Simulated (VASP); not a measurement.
Here is a VASP 6.6.1 calculation.

File INCAR:

```
SYSTEM = NaAl18
  PREC = Accurate
  ENCUT = 520
  EDIFF = 1E-6
  ISMEAR = -1
  SIGMA = 0.1
  LREAL = Auto
  LASPH = .True.
  NELM = 80
  ALGO = Normal
  ISIF = 2
  LWAVE = .False.
  LCHARG = .False.
  GGA = PE
  NBANDS = 46
```

File KPOINTS:

```
regular mesh
0
Gamma
  3 2 1
  0 0 0
```

The input POSCAR:

```
NaAl18
1.0
    5.7275650000      0.0000000000      0.0000000000
    4.2956740000      7.4403250000      0.0000000000
    0.0000000000      0.0000000000     15.6765370000
Al Na
18 1
Direct
    0.1666666600      0.1111111100      0.0637896000
    0.6666666500      0.1111111100      0.0637896000
    0.1666666400      0.4444444500      0.0637896000
    0.6666666300      0.4444444500      0.0637896000
    0.1666666200      0.7777777900      0.0637896000
    0.6666666100      0.7777777900      0.0637896000
   -0.1672442655      0.2228563002      0.2135509834
    0.3342231177      0.2211254880      0.2142300315
   -0.1650032539      0.5539502724      0.2127026275
    0.3334061499      0.5548681854      0.2138394663
   -0.1684191690      0.8899013424      0.2146185748
    0.3334417583      0.8898484265      0.2142684097
   -0.0055799089      0.0066681324      0.3617112989
    0.5006490564     -0.0005954471      0.3665618887
    0.0020453216      0.3320866145      0.3639955418
    0.4983000252      0.3342324942      0.3651783139
   -0.0026173525      0.6632441497      0.3616499660
    0.5081147227      0.6627597089      0.3615722215
    0.1649084566      0.7803873520      0.5243282606
```

Potentials or basis: VASP PAW PBE potentials, release 64 (Al, Na_pv).

The run is started by

```bash
$ cat potpaw_PBE.64/Al/POTCAR potpaw_PBE.64/Na_pv/POTCAR > POTCAR
$ mpirun -np 1 vasp_std > vasp.out
```

Estimate the largest force.

0.053 eV/Å.

Forces on the atoms (eV/Å):
```
Al   0.018  0.007 -0.006
Al  -0.015  0.018  0.004
Al   0.009 -0.045 -0.012
Al  -0.012 -0.002 -0.031
Al   0.019  0.012  0.047
Al  -0.019  0.013  0.008
Al   0.000 -0.001 -0.005
Al   0.001  0.003 -0.010
Al   0.002 -0.002 -0.006
Al   0.001 -0.003 -0.006
Al  -0.002  0.001 -0.001
Al   0.003  0.002 -0.007
Al  -0.003  0.002  0.002
Al   0.000  0.003  0.006
Al   0.000 -0.002  0.005
Al  -0.004 -0.003  0.008
Al   0.000 -0.002  0.004
Al   0.002 -0.001 -0.001
Na   0.000  0.001 -0.001
```

Caveat: the k points lie up to 0.42 Å⁻¹ apart.
